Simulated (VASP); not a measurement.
Here is a VASP 6.6.1 calculation.

INCAR

```
ALGO = Normal
EDIFF = 1E-6
ENCUT = 520
GGA = PE
ISIF = 2
ISMEAR = 0
LASPH = True
LCHARG = False
LREAL = False
LWAVE = False
NBANDS = 12
NELM = 80
PREC = Accurate
SIGMA = 0.05
```

Contents of KPOINTS:

```
k-points
0
Gamma
  8 8 8
```

File POSCAR:

```
LiCl
1.0
    0.0000000000      2.5006410000      2.5006410000
    2.5006410000      0.0000000000      2.5006410000
    2.5006410000      2.5006410000      0.0000000000
Li Cl
1 1
Direct
    0.0000000000      0.0000000000      0.0000000000
    0.5000000000      0.5000000000      0.5000000000
```

Potentials or basis: VASP PAW PBE potentials, release 64 (Li_sv, Cl).

The run is started by

```bash
$ cat potpaw_PBE.64/Li_sv/POTCAR potpaw_PBE.64/Cl/POTCAR > POTCAR
$ mpirun -np 1 vasp_std > vasp.out
```

Question: What does it give for the band gap on the k mesh?

Answer: 6.80 eV.

Caveat: the cell differs from its parent crystal (strain -0.025 along x and y, -0.025 along z). A k mesh can miss the band edges.
